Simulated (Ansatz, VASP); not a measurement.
PCS4: VASP beside Ansatz

```xyz
6
Lattice="-2.6976 2.6976 3.1397 2.6976 -2.6976 3.1397 2.6976 2.6976 -3.1397" Properties=species:S:1:pos:R:3 pbc="T T T"
P     0.0000    0.0000    0.0000
C     0.0000    0.0000    3.1397
S     1.3488    1.3488    1.5698
S     1.3488    1.3488   -1.5698
S    -1.3488    1.3488    1.5698
S     1.3488   -1.3488    1.5698
```

Alike in both runs: task relaxation of cell and atoms; functional PBE; dispersion D3(BJ); k mesh 10 × 10 × 10; occupations gaussian, width 0.1 eV; no spin polarisation.

|  | VASP | Ansatz |
| --- | --- | --- |
| version | VASP 6.6.1 | Ansatz 0.2.0 |
| potentials or method | VASP PAW PBE potentials, release 64 (P, C, S), cutoff 600 eV | scalar-relativistic, plane waves, PAW |
| valence electrons in the cell | 33 | 33 |

|  | VASP | Ansatz | Ansatz less VASP |
| --- | --- | --- | --- |
| gap on the k mesh at the Fermi level, each at its own relaxed structure (eV) | none | none | - |
| relaxed volume (Å³/atom) | 15.34 | 15.37 | +0.034 |
| relaxed length of the cell vector where the two differ most in proportion (Å) | 4.966 | 4.970 | +0.0039 |

A gap of «none» marks a metal or a gap that the smearing closes. Ansatz's warnings: relaxed geometry near dispersion switch.
